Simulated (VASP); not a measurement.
# Ta3BN3 (Pm-3m) in VASP: a series of runs

Ta3BN3 is run at these levels: PBE; tasks: single point, relaxation of cell and atoms.

Program: VASP 6.6.1. These are calculated values, not measurements. Logs are shortened: lines on timing, memory, paths and dates and some standing lists are left out, and cuts for length are marked.

## Step 1: The cell of the first run

The structure is cubic, space group Pm-3m (No. 221). The conventional cell has a = 4.352 Å, b = 4.352 Å, c = 4.352 Å, α = 90.00°, β = 90.00°, γ = 90.00°. Ta (site symmetry 4/mmm) has 2 B at 2.18 Å and 4 N at 2.18 Å within 2.9 Å. B (site symmetry m-3m) has 6 Ta at 2.18 Å within 2.9 Å. Within 2.9 Å of N (site symmetry 4/mmm) lie 4 Ta at 2.18 Å.

## Step 2: Single point, PBE

Contents of INCAR:

```
SYSTEM = Ta3BN3
PREC = Accurate
ENCUT = 520
EDIFF = 1E-7
ISMEAR = 0
SIGMA = 0.1
LREAL = .False.
LASPH = .True.
NELM = 80
ALGO = Normal
ISIF = 2
LWAVE = .False.
LCHARG = .False.
GGA = PE
NBANDS = 34
```

Contents of KPOINTS:

```
Automatic mesh
0
Gamma
  8 8 8
  0 0 0
```

Contents of POSCAR:

```
Ta3BN3
1.0
    4.3523248471      0.0000000000      0.0000000000
    0.0000000000      4.3523248471      0.0000000000
    0.0000000000      0.0000000000      4.3523248471
Ta B N
3 1 3
Direct
    0.5000000000      0.0000000000      0.0000000000
    0.0000000000      0.5000000000      0.0000000000
    0.0000000000      0.0000000000      0.5000000000
    0.0000000000      0.0000000000      0.0000000000
    0.0000000000      0.5000000000      0.5000000000
    0.5000000000      0.0000000000      0.5000000000
    0.5000000000      0.5000000000      0.0000000000
```

Potentials or basis: VASP PAW PBE potentials, release 64 (Ta_pv, B, N).

Launch:

```
> cat potpaw_PBE.64/Ta_pv/POTCAR potpaw_PBE.64/B/POTCAR potpaw_PBE.64/N/POTCAR > POTCAR
> mpirun -np 1 vasp_std > vasp.out
```

OUTCAR:

```text
SYSTEM = Ta3BN3
   PREC = Accurate
   ENCUT = 520
   EDIFF = 1E-7
   ISMEAR = 0
   LREAL = .False.
   LASPH = .True.
   NELM = 80
   ISIF = 2
   GGA = PE

 ion  position               nearest neighbor table
   1  0.500  0.000  0.000-   4 2.18   6 2.18   7 2.18   6 2.18   7 2.18   4 2.18   3 3.08   2 3.08
                             2 3.08   2 3.08   3 3.08   3 3.08   3 3.08   2 3.08
   2  0.000  0.500  0.000-   4 2.18   5 2.18   7 2.18   5 2.18   4 2.18   7 2.18   3 3.08   1 3.08
                             3 3.08   1 3.08   3 3.08   1 3.08   3 3.08   1 3.08
   3  0.000  0.000  0.500-   4 2.18   5 2.18   6 2.18   4 2.18   5 2.18   6 2.18   2 3.08   2 3.08
                             2 3.08   1 3.08   2 3.08   1 3.08   1 3.08   1 3.08
   4  0.000  0.000  0.000-   1 2.18   2 2.18   3 2.18   3 2.18   2 2.18   1 2.18
   5  0.000  0.500  0.500-   2 2.18   3 2.18   2 2.18   3 2.18
   6  0.500  0.000  0.500-   1 2.18   3 2.18   1 2.18   3 2.18
   7  0.500  0.500  0.000-   1 2.18   2 2.18   1 2.18   2 2.18

  LATTYP: Found a simple cubic cell.
 ALAT       =     4.3523248471

  Lattice vectors:

 A1 = (   4.3523248471,   0.0000000000,   0.0000000000)
 A2 = (   0.0000000000,   4.3523248471,   0.0000000000)
 A3 = (   0.0000000000,   0.0000000000,   4.3523248471)

Analysis of symmetry for initial positions (statically):
=====================================================================
 Subroutine PRICEL returns:
 Original cell was already a primitive cell.

 Routine SETGRP: Setting up the symmetry group for a
 simple cubic supercell.

 Subroutine GETGRP returns: Found 48 space group operations
 (whereof 48 operations were pure point group operations)
 out of a pool of 48 trial point group operations.

The static configuration has the point symmetry O_h .

Analysis of symmetry for dynamics (positions and initial velocities):
=====================================================================
 Subroutine PRICEL returns:
 Original cell was already a primitive cell.

 Routine SETGRP: Setting up the symmetry group for a
 simple cubic supercell.

 Subroutine GETGRP returns: Found 48 space group operations
 (whereof 48 operations were pure point group operations)
 out of a pool of 48 trial point group operations.

The dynamic configuration has the point symmetry O_h .

 Subroutine INISYM returns: Found 48 space group operations
 (whereof 48 operations are pure point group operations),
 and found     1 'primitive' translations

----------------------------------------------------------------------------------------

                                     Primitive cell

  volume of cell :      82.4449

  direct lattice vectors                    reciprocal lattice vectors
     4.352324847  0.000000000  0.000000000     0.229762262  0.000000000  0.000000000
     0.000000000  4.352324847  0.000000000     0.000000000  0.229762262  0.000000000
     0.000000000  0.000000000  4.352324847     0.000000000  0.000000000  0.229762262

  length of vectors
     4.352324847  4.352324847  4.352324847     0.229762262  0.229762262  0.229762262

  position of ions in fractional coordinates (direct lattice)
     0.500000000  0.000000000  0.000000000
     0.000000000  0.500000000  0.000000000
     0.000000000  0.000000000  0.500000000
     0.000000000  0.000000000  0.000000000
     0.000000000  0.500000000  0.500000000
     0.500000000  0.000000000  0.500000000
     0.500000000  0.500000000  0.000000000

  ion indices of the primitive-cell ions
   primitive index   ion index
                 1           1
                 2           2
                 3           3
                 4           4
                 5           5
                 6           6
                 7           7

----------------------------------------------------------------------------------------

 KPOINTS: Automatic mesh

Automatic generation of k-mesh.
 Grid dimensions read from file:
 generate k-points for:    8    8    8

 Generating k-lattice:

  Cartesian coordinates                     Fractional coordinates (reciprocal lattice)
     0.028720283  0.000000000  0.000000000     0.125000000  0.000000000  0.000000000
     0.000000000  0.028720283  0.000000000     0.000000000  0.125000000  0.000000000
     0.000000000  0.000000000  0.028720283     0.000000000  0.000000000  0.125000000

  Length of vectors
     0.028720283  0.028720283  0.028720283

  Shift w.r.t. Gamma in fractional coordinates (k-lattice)
     0.000000000  0.000000000  0.000000000

 Subroutine IBZKPT returns following result:
 ===========================================

 Found     35 irreducible k-points:

 Following reciprocal coordinates:
            Coordinates               Weight
  0.000000  0.000000  0.000000      1.000000
  0.125000  0.000000  0.000000      6.000000
  0.250000  0.000000  0.000000      6.000000
  0.375000  0.000000  0.000000      6.000000
  0.500000  0.000000  0.000000      3.000000
  0.125000  0.125000  0.000000     12.000000
[... 16 lines left out ...]
  0.375000  0.375000  0.125000     24.000000
  0.500000  0.375000  0.125000     24.000000
 [... further k-points ...]
   k-points           NKPTS =     35   k-points in BZ     NKDIM =     35   number of bands    NBANDS=     34
   number of dos      NEDOS =    301   number of ions     NIONS =      7
   total plane-waves  NPLWV =  32768
   dimension x,y,z NGX =    32 NGY =   32 NGZ =   32
   dimension x,y,z NGXF=    64 NGYF=   64 NGZF=   64
   ions per type =               3   1   3
   NGX,Y,Z   is equivalent  to a cutoff of  12.22, 12.22, 12.22 a.u.
   NGXF,Y,Z  is equivalent  to a cutoff of  24.45, 24.45, 24.45 a.u.
 SYSTEM =  Ta3BN3
   PREC   = accura    normal or accurate (medium, high low for compatibility)
   ISTART =      0    job   : 0-new  1-cont  2-samecut
   ICHARG =      2    charge: 1-file 2-atom 10-const
   ISPIN  =      1    spin polarized calculation?
   LNONCOLLINEAR =      F non collinear calculations
   LSORBIT =      F    spin-orbit coupling
   LASPH  =      T    aspherical Exc in radial PAW
   ENCUT  =  520.0 eV  38.22 Ry    6.18 a.u.   8.09  8.09  8.09*2*pi/ulx,y,z
   NELM   =     80;   NELMIN=  2; NELMDL= -5     # of ELM steps
   EDIFF  = 0.1E-06   stopping-criterion for ELM
   LREAL  =      F    real-space projection
   EDIFFG = 0.1E-05   stopping-criterion for IOM
   NSW    =      0    number of steps for IOM
   IBRION =     -1    ionic relax: 0-MD 1-quasi-New 2-CG
   NFREE  =      0    steps in history (QN), initial steepest desc. (CG)
   ISIF   =      2    stress and relaxation
   ISYM   =      2    0-nonsym 1-usesym 2-fastsym
   POTIM  = 0.5000    time-step for ionic-motion
   TEBEG  =    0.0;   TEEND  =   0.0 temperature during run
   PSTRESS=    0.0 pullay stress
   NELECT =      51.0000    total number of electrons
   NUPDOWN=      -1.0000    fix difference up-down
   EMIN   =  10.00;   EMAX   =-10.00  energy-range for DOS
   EFERMI =   0.00;   METHOD = LEGACY
   ISMEAR =     0;   SIGMA  =   0.10  broadening in eV -4-tet -1-fermi 0-gaus
   EFERMI_NEDOS =   21; number of points for ismear=-14 and -15
   IALGO  =     38    algorithm
   IMIX   =      4    mixing-type and parameters
     AMIX     =   0.40;   BMIX     =  1.00
     AMIX_MAG =   1.60;   BMIX_MAG =  1.00
  volume/ion in A,a.u.               =      11.78        79.48
  Fermi-wavevector in a.u.,A,eV,Ry     =   1.394902  2.635982 26.473544  1.945751
  Thomas-Fermi vector in A             =   2.518406
   LORBIT       =      0    0 simple, 1 ext, 2 COOP (PROOUT), +10 PAW based schemes
   GGA     = PE    functional components
   LHFCALC =     F    Hartree Fock is set to
   AEXX    =    0.0000 exact exchange contribution
   IVDW    =     0    specifies the selected vdW correction
   LEPSILON=     F    determine dielectric tensor
   LRPA    =     F    only Hartree local field effects (RPA)
 non-spin polarized calculation
 Gauss-broadening in eV      SIGMA  =   0.10
  energy-cutoff  :      520.00
  volume of cell :       82.44
 maximum number of plane-waves:      2272
   NGX = 17   NGY = 17   NGZ = 17

 number of electron      51.0000018 magnetization

 Free energy of the ion-electron system (eV)
  ---------------------------------------------------
  ext. energy  EPLUGINS =         0.00000000
  ---------------------------------------------------
  free energy    TOTEN  =       -73.09789291 eV

  energy without entropy =      -73.08915594  energy(sigma->0) =      -73.09352443

 E-fermi :   5.6833     XC(G=0): -12.2251

 val. band max:        5.6718390136   @ k =   0.3750   0.2500   0.1250
 cond. band min:       5.7621581569   @ k =   0.5000   0.2500   0.0000
 fundamental gap:      0.0903191433
 Fermi energy:         5.6833414741

 k-point     1 :       0.0000    0.0000    0.0000
  band No.  band energies     occupation
      1     -29.4631      2.00000
      2     -29.4631      2.00000
      3     -29.4631      2.00000
      4     -29.0894      2.00000
      5     -29.0894      2.00000
      6     -29.0894      2.00000
[... 26 lines left out ...]
     33       7.8018      0.00000
     34       9.4861      0.00000

 k-point     2 :       0.1250    0.0000    0.0000
  band No.  band energies     occupation
      1     -29.4516      2.00000
      2     -29.4516      2.00000
      3     -29.4447      2.00000
      4     -29.0929      2.00000
      5     -29.0929      2.00000
      6     -29.0925      2.00000
[... 26 lines left out ...]
     33       9.2333      0.00000
     34       9.7781      0.00000

 k-point     3 :       0.2500    0.0000    0.0000
  band No.  band energies     occupation
      1     -29.4209      2.00000
      2     -29.4209      2.00000
      3     -29.3912      2.00000
      4     -29.1042      2.00000
      5     -29.1042      2.00000
      6     -29.1000      2.00000
[... 26 lines left out ...]
     33      10.0555      0.00000
     34      10.5549      0.00000
[... 704 lines left out ...]
 k-point    23 :       0.3750    0.3750    0.1250
  band No.  band energies     occupation
      1     -29.5100      2.00000
      2     -29.3722      2.00000
      3     -29.2468      2.00000
      4     -29.2467      2.00000
      5     -29.1702      2.00000
      6     -29.0687      2.00000
[... 26 lines left out ...]
     33       9.8655      0.00000
     34      10.5993      0.00000

 k-point    24 :       0.5000    0.3750    0.1250
  band No.  band energies     occupation
      1     -29.5129      2.00000
      2     -29.3964      2.00000
      3     -29.2473      2.00000
      4     -29.2421      2.00000
      5     -29.1685      2.00000
      6     -29.0415      2.00000
[... 26 lines left out ...]
     33      10.1035      0.00000
     34      10.6443      0.00000

 [... further k-points ...]

------------------------ aborting loop because EDIFF is reached ----------------------------------------

  FORCE on cell =-STRESS in cart. coord.  units (eV):
  Direction    XX          YY          ZZ          XY          YZ          ZX
  --------------------------------------------------------------------------------------
  -------------------------------------------------------------------------------------
  Total        0.2475668      0.2475668      0.2475668      0.0000000      0.0000000      0.0000000
  in kB        4.8110404      4.8110404      4.8110404      0.0000000      0.0000000      0.0000000
  external PRESSURE =       4.8110404 kB  Pullay stress =       0.0000000 kB

 VOLUME and BASIS-vectors are now :
 -----------------------------------------------------------------------------
  energy-cutoff  :      520.00
  volume of cell :       82.44
      direct lattice vectors                 reciprocal lattice vectors
     4.352324847  0.000000000  0.000000000     0.229762262  0.000000000  0.000000000
     0.000000000  4.352324847  0.000000000     0.000000000  0.229762262  0.000000000
     0.000000000  0.000000000  4.352324847     0.000000000  0.000000000  0.229762262

 POSITION                                       TOTAL-FORCE (eV/Angst)
 -----------------------------------------------------------------------------------
      2.17616      0.00000      0.00000         0.000000      0.000000      0.000000
      0.00000      2.17616      0.00000         0.000000      0.000000      0.000000
      0.00000      0.00000      2.17616         0.000000      0.000000      0.000000
      0.00000      0.00000      0.00000         0.000000      0.000000      0.000000
      0.00000      2.17616      2.17616         0.000000      0.000000      0.000000
      2.17616      0.00000      2.17616         0.000000      0.000000      0.000000
      2.17616      2.17616      0.00000         0.000000      0.000000      0.000000
 -----------------------------------------------------------------------------------
    total drift:                                0.000000      0.000000     -0.000000

  FREE ENERGIE OF THE ION-ELECTRON SYSTEM (eV)
  ---------------------------------------------------
  free  energy   TOTEN  =       -73.0978929100 eV

  energy  without entropy=      -73.0891559422  energy(sigma->0) =      -73.09352443
```

It took 2.2 min on 1 thread of Intel Xeon 8259CL, shared host; peak memory 0.23 GiB.

What came out:

```
Free energy            : -73.0979 eV
Pressure               : 0.5 GPa
Band gap on the k mesh : zero (an odd number of electrons rules out a gap without spin polarisation)
```

Caveat: spin-orbit coupling is left out, which moves the levels of the heavy elements; an odd number of electrons without spin polarisation forces a metal; a magnetic or distorted state may lie lower.

## Step 3: Relaxation of cell and atoms, PBE

Contents of INCAR:

```
SYSTEM = Ta3BN3
ALGO = Normal ; EDIFF = 1E-7
EDIFFG = -0.001 ; ENCUT = 600
GGA = PE ; IBRION = 2
ISIF = 3 ; ISMEAR = 0
LASPH = .TRUE. ; LCHARG = .FALSE.
LREAL = .FALSE. ; LWAVE = .FALSE.
NELM = 60 ; NSW = 80
PREC = Accurate ; SIGMA = 0.1
```

Contents of KPOINTS:

```
k-points
0
G
  8 8 8
  0 0 0
```

POSCAR is that of step 2.

Potentials or basis: VASP PAW PBE potentials, release 64 (Ta_pv, B, N).

Launch:

```
> cat potpaw_PBE.64/Ta_pv/POTCAR potpaw_PBE.64/B/POTCAR potpaw_PBE.64/N/POTCAR > POTCAR
> mpirun -np 1 vasp_std > vasp.out
```

Wall time 6.4 min (1 thread of Intel Xeon 8259CL, shared host); peak memory 0.28 GiB.

The run converged. Its results:

```yaml
Free_energy: -73.1051 eV
Relaxed_volume: 11.79 Å³/atom
Relaxed_cell: a = 4.354 Å, b = 4.354 Å, c = 4.354 Å, α = 90.00°, β = 90.00°, γ = 90.00°
Space_group_after_relaxing_to_0.1_Å: Pm-3m (No. 221)
Energy_gained_by_relaxing: 0.0 meV/atom
Ionic_steps: 3
Pressure_after_relaxing: 0.0 GPa
Band_gap_on_the_k_mesh: zero (an odd number of electrons rules out a gap without spin polarisation)
```

The path:
```csv
step,energy change (eV),largest force (eV/Å),pressure (GPa),volume (Å³)
1,0.0000,0.0000,0.40,82.44
2,0.0005,0.0000,-0.82,82.80
3,-0.0001,0.0000,0.01,82.56
```

Final structure:
```
Ta B N
1.0
     4.35431    0.00000    0.00000
     0.00000    4.35431    0.00000
     0.00000    0.00000    4.35431
Ta B N
3 1 3
Cartesian
  2.1772 0.0000 0.0000
  0.0000 2.1772 0.0000
  0.0000 0.0000 2.1772
  0.0000 0.0000 0.0000
  0.0000 2.1772 2.1772
  2.1772 0.0000 2.1772
  2.1772 2.1772 0.0000
```

Levels at points of the mesh, in eV from the Fermi level:
```tsv
k point	band 21	band 22	band 23	band 24	band 25	band 26	band 27	band 28	band 29	band 30
(0.00, 0.00, 0.00)	-1.81	-1.81	-0.70	-0.70	-0.70	0.83	0.83	0.83	1.57	1.57
(0.50, 0.00, 0.00)	-2.62	-1.85	-1.85	-1.62	-1.28	-1.28	0.73	2.09	2.09	2.41
(0.50, 0.50, 0.00)	-3.70	-3.61	-3.48	-3.48	-0.05	1.91	2.41	2.41	2.71	3.79
(0.50, 0.50, 0.50)	-4.26	-4.26	-4.26	-0.98	-0.98	3.46	3.46	3.46	4.50	4.50
```

Caveat: spin-orbit coupling is left out, which moves the levels of the heavy elements; an odd number of electrons without spin polarisation forces a metal; a magnetic or distorted state may lie lower.

## Step 4: Relaxation of cell and atoms, PBE

Contents of INCAR:

```
ALGO = Normal
EDIFF = 1E-6
EDIFFG = -0.01
ENCUT = 600
GGA = PE
IBRION = 2
ISIF = 3
ISMEAR = 0
LASPH = True
LCHARG = False
LREAL = False
LWAVE = False
NELM = 100
NSW = 100
PREC = Accurate
SIGMA = 0.1
```

Contents of KPOINTS:

```
k-points
0
Gamma
  8 8 8
```

Changes to POSCAR since step 3:

```diff
@@ -2,5 +2,5 @@
 1.0
-    4.3523248471      0.0000000000      0.0000000000
-    0.0000000000      4.3523248471      0.0000000000
-    0.0000000000      0.0000000000      4.3523248471
+    4.3543631171      0.0000000000      0.0000000000
+    0.0000000000      4.3543631171      0.0000000000
+    0.0000000000      0.0000000000      4.3543631171
 Ta B N
```

Launch:

```
> cat potpaw_PBE.64/Ta_pv/POTCAR potpaw_PBE.64/B/POTCAR potpaw_PBE.64/N/POTCAR > POTCAR
> mpirun -np 1 vasp_std > vasp.out
```

Wall time 2.7 min (1 thread of Intel Xeon 8259CL, shared host); peak memory 0.27 GiB.

It converged, with:

```yaml
Free_energy: -73.1052 eV
Pressure_after_relaxing: 0.0 GPa
Band_gap_on_the_k_mesh: zero (an odd number of electrons rules out a gap without spin polarisation)
```

Final structure:
```
Ta B N
1.0
     4.35436    0.00000    0.00000
     0.00000    4.35436    0.00000
     0.00000    0.00000    4.35436
Ta B N
3 1 3
Direct
  0.50000 0.00000 0.00000
  0.00000 0.50000 0.00000
  0.00000 0.00000 0.50000
  0.00000 0.00000 0.00000
  0.00000 0.50000 0.50000
  0.50000 0.00000 0.50000
  0.50000 0.50000 0.00000
```

Levels at points of the mesh, in eV from the Fermi level:
| k point | band 21 | band 22 | band 23 | band 24 | band 25 | band 26 | band 27 | band 28 | band 29 | band 30 |
| --- | --- | --- | --- | --- | --- | --- | --- | --- | --- | --- |
| (0.00, 0.00, 0.00) | -1.81 | -1.81 | -0.70 | -0.70 | -0.70 | 0.83 | 0.83 | 0.83 | 1.57 | 1.57 |
| (0.50, 0.00, 0.00) | -2.62 | -1.85 | -1.85 | -1.62 | -1.28 | -1.28 | 0.73 | 2.09 | 2.09 | 2.41 |
| (0.50, 0.50, 0.00) | -3.70 | -3.61 | -3.48 | -3.48 | -0.05 | 1.91 | 2.41 | 2.41 | 2.71 | 3.79 |
| (0.50, 0.50, 0.50) | -4.26 | -4.26 | -4.26 | -0.98 | -0.98 | 3.46 | 3.46 | 3.46 | 4.50 | 4.50 |

Caveat: the relaxation stopped at its first step, so nothing moved; spin-orbit coupling is left out, which moves the levels of the heavy elements; an odd number of electrons without spin polarisation forces a metal; a magnetic or distorted state may lie lower.

## Step 5: Summary

| task | cell | cutoff (eV) | gap on the mesh (eV) | pressure (GPa) |
| --- | --- | --- | --- | --- |
| single point | a = 4.352 Å, 7 atoms | 520 | none | 0.5 |
| relaxation of cell and atoms | relaxed from a = 4.352 Å, 7 atoms | 600 | none | 0.0 |
| relaxation of cell and atoms | relaxed from a = 4.354 Å, 7 atoms | 600 | none | 0.0 |

Alike in all rows: level PBE; potentials or basis VASP PAW PBE potentials, release 64 (Ta_pv, B, N); no spin polarisation; k mesh 8 × 8 × 8; smearing gaussian 0.1 eV.

Caveats: spin-orbit coupling is left out, which moves the levels of the heavy elements; an odd number of electrons without spin polarisation forces a metal; a magnetic or distorted state may lie lower; the relaxation stopped at its first step, so nothing moved (at least some runs).

Total energies depend on the potentials used, so only differences within one code and one set of settings carry meaning.

The gap in the log of VASP goes by the Fermi energy; the results here count the filled bands.